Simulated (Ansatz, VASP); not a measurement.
**GaPt2F: VASP beside Ansatz**

```
Ga Pt F
1.0
     2.82766    0.00000    0.00000
    -1.41383    2.44882    0.00000
     0.00000    0.00000    8.93195
Ga Pt F
1 2 1
Direct
  0.00000 0.00000 0.00000
  0.00000 0.00000 0.26304
  0.00000 0.00000 0.73696
  0.00000 0.00000 0.50000
```

Alike in both runs: functional PBE; k mesh 18 × 18 × 6; occupations gaussian, width 0.1 eV; no spin polarisation.

Ansatz relaxed the structure, and its values are those at the end. VASP's run is a single point on that final structure, the one shown.

|  | VASP | Ansatz |
| --- | --- | --- |
| version | VASP 6.6.1 | Ansatz 0.2.0 |
| potentials or method | VASP PAW PBE potentials, release 64 (Ga_d, Pt, F), cutoff 520 eV | scalar-relativistic, plane waves, PAW |
| valence electrons in the cell | 40 | 56 |

```tsv
	VASP	Ansatz	Ansatz less VASP
gap on the k mesh at the Fermi level (eV)	none	none	-
pressure (GPa)	-0.1	0.0	+0.05
rms of the force components (eV/Å)	0.003	0.000	-0.0030
```

A gap of «none» marks a metal or a gap that the smearing closes. With one functional, cell and mesh, what is left measures potentials, basis and numerics. VASP's potentials hold 40 valence electrons a cell and Ansatz's 56, so a difference there can come from the potentials and not from the codes.

Neither program's run includes spin-orbit coupling.
